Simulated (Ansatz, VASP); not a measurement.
# C in VASP and in Ansatz

INCAR

```
ALGO     = Normal         # electronic algorithm
EDIFF    = 1E-7           # SCF threshold, eV
EDIFFG   = -0.01          # ionic threshold
ENCUT    = 600            # plane-wave cutoff, eV
GGA      = PS             # functional
IBRION   = 2              # ionic algorithm
ISIF     = 3              # what is computed and relaxed
ISMEAR   = 0              # smearing method
LASPH    = True           # aspherical terms in the spheres
LCHARG   = False          # write CHGCAR
LREAL    = False          # projectors in reciprocal space
LWAVE    = False          # write WAVECAR
NELM     = 60             # most SCF steps
NSW      = 100            # ionic steps
PREC     = Accurate       # precision mode
SIGMA    = 0.02           # smearing width, eV
```

File KPOINTS:

```
k-points
0
Gamma
  14 14 8
```

File POSCAR:

```
C
1.0
    2.1273203072     -1.2282824400      0.0000000000
    2.1273203072      1.2282824400      0.0000000000
   -1.3790696309      0.0000000000      3.5028300786
C
2
Direct
    0.8333555300      0.8333555300      0.0000930400
    0.1666444700      0.1666444700      0.9999069600
```

Input for Ansatz:

```yaml
crystal:
  lattice:
    - [2.1273203072, -1.22828244, 0.0]
    - [2.1273203072, 1.22828244, 0.0]
    - [-1.3790696309, 0.0, 3.5028300786]
  atoms:
    - { symbol: C, position: [0.83335553, 0.83335553, 9.304e-05] }
    - { symbol: C, position: [0.16664447, 0.16664447, 0.99990696] }
basis:
  ecutwfc: 420
kpoints:
  mp_grid: { grid: [14, 14, 8] }
hamiltonian:
  xc: pbesol
scf:
  occupations: { method: gaussian, width: 0.02 }
output:
  forces: true
  stress: true
  eigenvalues: true
relax:
  adjacent_minimum: "off"
  f_tol: 0.01
  max_steps: 80
  cell: { stress_tol: 0.05 }
```

Alike in both runs: task relaxation of cell and atoms; functional PBEsol; k mesh 14 × 14 × 8; occupations gaussian, width 0.02 eV; no spin polarisation.

```csv
,VASP,Ansatz
version,VASP 6.6.1,Ansatz 0.2.0
potentials or method,"VASP PAW PBE potentials, release 64 (C), cutoff 600 eV","scalar-relativistic, plane waves, PAW"
valence electrons in the cell,8,8
```

|  | VASP | Ansatz | Ansatz less VASP |
| --- | --- | --- | --- |
| gap on the k mesh at the Fermi level, each at its own relaxed structure (eV) | 0.78 | 0.89 | +0.114 |
| relaxed volume (Å³/atom) | 9.18 | 9.50 | +0.318 |
| relaxed cell length with the largest relative difference (Å) | 3.766 | 3.893 | +0.1271 |

VASP's potentials were made for PBE, not for PBEsol.
